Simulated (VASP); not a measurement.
Cu3O2, 5 atoms in the cell. It takes space group I4/mmm (No. 139, tetragonal). The conventional cell has a = 3.910 Å, b = 3.910 Å, c = 7.751 Å, α = 90.00°, β = 90.00°, γ = 90.00°. Cu (site symmetry -4m2) has 2 O at 1.94 Å within 2.6 Å. Within 2.6 Å of Cu (site symmetry 4/mmm) lie 4 O at 1.96 Å. O (site symmetry mmm) has 4 Cu at 1.94 to 1.96 Å within 2.6 Å. 

* Program: VASP 6.6.1
* Task: single point
* Functional: LDA
* Potentials or basis: VASP PAW LDA potentials, release 64 (Cu, O)
* Cutoff: 520 eV
* k mesh: 14 × 14 × 14
* Occupations: gaussian, width 0.15 eV
* Spin: no spin polarisation
* Dipole correction: no
* Further INCAR settings: ALGO = Normal; EDIFF = 1e-06; NBANDS = 30

Potentials or basis: VASP PAW LDA potentials, release 64 (Cu, O).

Launch:

```sh
$ cat potpaw_LDA.64/Cu/POTCAR potpaw_LDA.64/O/POTCAR > POTCAR
$ mpirun -np 1 vasp_std > vasp.out
```

Hardware: 1 thread of Intel(R) Xeon(R) 6975P-C (Granite Rapids) (shared host).

Problem. Estimate the wall time of this run.

Solution. Wall time 4.6 min on 1 thread of Intel(R) Xeon(R) 6975P-C (Granite Rapids), with other jobs on the host, peak memory 0.43 GiB. Counts: scf iterations 18, k points 244.
